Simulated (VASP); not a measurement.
# Si3C2 (I4/mmm) in VASP: further runs, part 2 of 2

VASP 6.6.1.

## (4) Single point, PBE

File INCAR:

```
PREC     = Accurate       # precision mode
ENCUT    = 520            # plane-wave cutoff, eV
EDIFF    = 1E-6           # SCF threshold, eV
ISMEAR   = 0              # smearing method
SIGMA    = 0.1            # smearing width, eV
LREAL    = F              # projectors in reciprocal space
LASPH    = T              # aspherical terms in the spheres
NELM     = 100            # most SCF steps
ALGO     = Normal         # electronic algorithm
ISIF     = 2              # what is computed and relaxed
LWAVE    = F              # write WAVECAR
LCHARG   = F              # write CHGCAR
GGA      = PE             # functional
NBANDS   = 18             # bands
```

File KPOINTS:

```
regular mesh
0
Gamma
  18 18 18
```

File POSCAR:

```
Si3C2
1.0
   -1.3930494291      1.3930494291      7.2382690155
    1.3930494291     -1.3930494291      7.2382690155
    1.3930494291      1.3930494291     -7.2382690155
Si C
3 2
Direct
    0.5000000000      0.5000000000      0.0000000000
    0.6738064146      0.6738064146      0.0000000000
    0.3261935854      0.3261935854      0.0000000000
    0.8199580305      0.8199580305      0.0000000000
    0.1800419695      0.1800419695      0.0000000000
```

Potentials or basis: VASP PAW PBE potentials, release 64 (Si, C).

On the command line:

```bash
$ cat potpaw_PBE.64/Si/POTCAR potpaw_PBE.64/C/POTCAR > POTCAR
$ mpirun -np 1 vasp_std > vasp.out
```

OUTCAR:

```text
PREC = Accurate
   ENCUT = 520
   EDIFF = 1E-6
   ISMEAR = 0
   LREAL = F
   LASPH = T
   NELM = 100
   ISIF = 2
   GGA = PE

 ion  position               nearest neighbor table
   1  0.500  0.500  0.000-   2 2.52   3 2.52
   2  0.674  0.674  0.000-   5 1.97   5 1.97   5 1.97   5 1.97   4 2.12   1 2.52   3 2.96   3 2.96
                             3 2.96   3 2.96
   3  0.326  0.326  0.000-   4 1.97   4 1.97   4 1.97   4 1.97   5 2.12   1 2.52   2 2.96   2 2.96
                             2 2.96   2 2.96
   4  0.820  0.820  0.000-   3 1.97   3 1.97   3 1.97   3 1.97   2 2.12
   5  0.180  0.180  0.000-   2 1.97   2 1.97   2 1.97   2 1.97   3 2.12

  LATTYP: Found a body centered tetragonal cell.
 ALAT       =     2.7860988582
 C/A-ratio  =     5.1959886450

  Lattice vectors:

 A1 = (  -1.3930494291,   1.3930494291,   7.2382690155)
 A2 = (   1.3930494291,  -1.3930494291,   7.2382690155)
 A3 = (   1.3930494291,   1.3930494291,  -7.2382690155)

Analysis of symmetry for initial positions (statically):
[... 175 lines left out ...]
  free energy    TOTEN  =       -30.76635324 eV

  energy without entropy =      -30.75405338  energy(sigma->0) =      -30.76020331

 E-fermi :   8.6622     XC(G=0): -11.3833

 val. band max:        8.6595427366   @ k =  -0.4444  -0.4444   0.3333
 cond. band min:       8.6666833681   @ k =  -0.4444   0.1111   0.0000
 fundamental gap:      0.0071406316
 Fermi energy:         8.6622351653

 k-point     1 :       0.0000    0.0000    0.0000
  band No.  band energies     occupation
      1      -8.0885      2.00000
      2      -5.0070      2.00000
      3      -1.7132      2.00000
      4       3.6999      2.00000
      5       4.5682      2.00000
      6       6.2753      2.00000
[... 481 lines left out ...]
      5       4.0793      2.00000
      6       4.7819      2.00000
[... 10 lines left out ...]
     17      17.8925      0.00000
     18      18.5378      0.00000

 [... further k-points ...]
[... 5 lines left out ...]
  --------------------------------------------------------------------------------------
  -------------------------------------------------------------------------------------
  Total        0.0331000      0.0331000     -0.0251409      0.0000000     -0.0000000     -0.0000000
  in kB        0.9438670      0.9438670     -0.7169078      0.0000000     -0.0000000     -0.0000000
  external PRESSURE =       0.3902754 kB  Pullay stress =       0.0000000 kB

 VOLUME and BASIS-vectors are now :
 -----------------------------------------------------------------------------
  energy-cutoff  :      520.00
  volume of cell :       56.19
      direct lattice vectors                 reciprocal lattice vectors
    -1.393049429  1.393049429  7.238269016     0.000000000  0.358924809  0.069077289
     1.393049429 -1.393049429  7.238269016     0.358924809  0.000000000  0.069077289
     1.393049429  1.393049429 -7.238269016     0.358924809  0.358924809  0.000000000

 POSITION                                       TOTAL-FORCE (eV/Angst)
 -----------------------------------------------------------------------------------
      0.00000      0.00000      7.23827         0.000000      0.000000      0.000000
      0.00000      0.00000      9.75438        -0.000000     -0.000000     -0.012302
      0.00000      0.00000      4.72215        -0.000000     -0.000000      0.012302
      0.00000      0.00000     11.87015         0.000000      0.000000      0.000130
      0.00000      0.00000      2.60638         0.000000      0.000000     -0.000130
 -----------------------------------------------------------------------------------
    total drift:                                0.000000     -0.000000     -0.000000

  FREE ENERGIE OF THE ION-ELECTRON SYSTEM (eV)
  ---------------------------------------------------
  free  energy   TOTEN  =       -30.7663532402 eV

  energy  without entropy=      -30.7540533802  energy(sigma->0) =      -30.76020331
```

stdout:

```text
POSCAR found type information on POSCAR SiC
 POSCAR found :  2 types and       5 ions
 scaLAPACK will be used
 LDA part: xc-table for (Slater+PW92), standard interpolation
 POSCAR, INCAR and KPOINTS ok, starting setup
 FFT: planning ... GRIDC
 FFT: planning ... GRID_SOFT
 FFT: planning ... GRID
 WAVECAR not read
 entering main loop
```

Run time: 37 min. Hardware: 1 thread of Intel Xeon Platinum 8175M at 2.50GHz (Skylake/Cascade Lake), shared host; peak memory 0.69 GiB.

What came out:

```
Free energy            : -30.7664 eV
Pressure               : 0.0 GPa
Largest force          : 0.012 eV/Å
Band gap on the k mesh : zero (bands 10 and 11 overlap by 3.07 eV)
```

Forces in eV/Å, atoms in the order of the input:
```
Si   0.000  0.000  0.000
Si   0.000  0.000 -0.012
Si   0.000  0.000  0.012
C    0.000  0.000  0.000
C    0.000  0.000  0.000
```

Stress tensor (GPa, compression positive):
```
 0.09  0.00  0.00
 0.00  0.09  0.00
 0.00  0.00 -0.07
```

Levels at points of the mesh, in eV from the Fermi level:
| k point | band 6 | band 7 | band 8 | band 9 | band 10 | band 11 | band 12 | band 13 | band 14 | band 15 |
| --- | --- | --- | --- | --- | --- | --- | --- | --- | --- | --- |
| (0.00, 0.00, 0.00) | -2.39 | -2.39 | -0.53 | -0.53 | 1.28 | 3.82 | 4.57 | 4.86 | 6.69 | 6.86 |
| (0.50, 0.00, 0.00) | -4.49 | -2.35 | -2.27 | -0.05 | -0.05 | 0.30 | 3.99 | 6.25 | 7.06 | 7.40 |
| (0.50, 0.50, 0.00) | -5.75 | -4.73 | -3.84 | -2.42 | -1.19 | -1.09 | -0.82 | 1.88 | 4.13 | 4.57 |
| (0.50, 0.50, 0.50) | -2.39 | -0.95 | -0.51 | -0.51 | -0.08 | 3.87 | 4.75 | 4.97 | 6.67 | 6.67 |

## (5) The runs side by side

```csv
spin,cell,k mesh,gap on the mesh (eV),pressure (GPa),moment (μB),largest force (eV/Å)
collinear,"a = 7.500 Å, angles 158.6, 158.6, 30.5°, 5 atoms, atomic positions A",8 × 8 × 8,none,0.0,0.00,0.02
collinear,"a = 9.810 Å, angles 164.1, 164.1, 22.6°, 5 atoms, atomic positions B",8 × 8 × 8,none,-15.9,0.00,1.42
off,"a = 7.502 Å, angles 158.6, 158.6, 30.5°, 5 atoms, atomic positions C",18 × 18 × 18,none,0.0,-,0.01
```

Alike in all rows: task single point; level PBE; potentials or basis VASP PAW PBE potentials, release 64 (Si, C); cutoff (eV) 520; smearing gaussian 0.1 eV.

Caveats: the stress differs along the axes, from -21 to -13 GPa (at least some runs); forces of over 1 eV/Å act on the atoms, so gaps and moduli don't describe the material at rest (at least some runs).

Absolute energies hang on the potentials; compare differences alone.

The gap in the log of VASP goes by the Fermi energy; the results here count the filled bands.